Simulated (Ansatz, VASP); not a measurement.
## Two plane-wave programs on Pb

The input INCAR:

```
ALGO     = Normal         # electronic algorithm
DIPOL    = 0.5 0.5 0.404
EDIFF    = 1E-6           # SCF threshold, eV
ENCUT    = 400            # plane-wave cutoff, eV
GGA      = RE             # functional
GGA_COMPAT= F            
IDIPOL   = 3            
ISIF     = 2              # what is computed and relaxed
ISMEAR   = 1              # smearing method
IVDW     = 12             # dispersion correction
LASPH    = T              # aspherical terms in the spheres
LCHARG   = F              # write CHGCAR
LDIPOL   = T            
LREAL    = F              # projectors in reciprocal space
LWAVE    = F              # write WAVECAR
NBANDS   = 28             # bands
NELM     = 120            # most SCF steps
NELMDL   = -8           
PREC     = Accurate       # precision mode
SIGMA    = 0.1            # smearing width, eV
```

KPOINTS

```
k-points
0
Gamma
  12 12 1
```

Contents of POSCAR:

```
Pb
1.0
    3.5650564103      0.0000000000      0.0000000000
   -1.7825282052      3.0874294172      0.0000000000
    0.0000000000      0.0000000000     23.9995303165
Pb
3
Direct
    0.0000000000      0.0000000000      0.2916723747
    0.6666666667      0.3333333333      0.4038834207
    0.3333333333      0.6666666667      0.5164226103
```

Input for Ansatz:

```yaml
crystal:
  lattice:
    - [3.5650564103, 0.0, 0.0]
    - [-1.7825282052, 3.0874294172, 0.0]
    - [0.0, 0.0, 23.9995303165]
  atoms:
    - { symbol: Pb, position: [0.0, 0.0, 0.2916723747] }
    - { symbol: Pb, position: [0.6666666667, 0.3333333333, 0.4038834207] }
    - { symbol: Pb, position: [0.3333333333, 0.6666666667, 0.5164226103] }
basis:
  ecutwfc: 420
kpoints:
  mp_grid: { grid: [12, 12, 1] }
hamiltonian:
  xc: revpbe
  dispersion: d3bj
  pseudopotentials: { kind: paw, azcp: { folder: soft_1 } }
scf:
  occupations: { method: methfessel_paxton, width: 0.1 }
  n_extra_bands: 8
  max_iter: 160
output:
  forces: true
  eigenvalues: true
efield:
  axis: 3
  dipole_correction: true
```

Alike in both runs: task single point; functional revPBE; dispersion D3(BJ); k mesh 12 × 12 × 1; occupations methfessel-paxton of order 1, width 0.1 eV; no spin polarisation.

```csv
,VASP,Ansatz
version,VASP 6.6.1,Ansatz 0.2.0
potentials or method,"VASP PAW PBE potentials, release 64 (Pb_d), cutoff 400 eV","scalar-relativistic, plane waves, PAW"
valence electrons in the cell,42,42
```

|  | VASP | Ansatz | Ansatz less VASP |
| --- | --- | --- | --- |
| gap on the k mesh at the Fermi level (eV) | none | none | - |
| rms of the force components (eV/Å) | 0.042 | 0.042 | +0.0002 |

VASP's potentials were made for PBE, not for revPBE. Atom by atom the forces differ by 0.000 eV/Å (rms over components). A gap of «none» marks a metal or a gap that the smearing closes.

Neither program's run includes spin-orbit coupling.
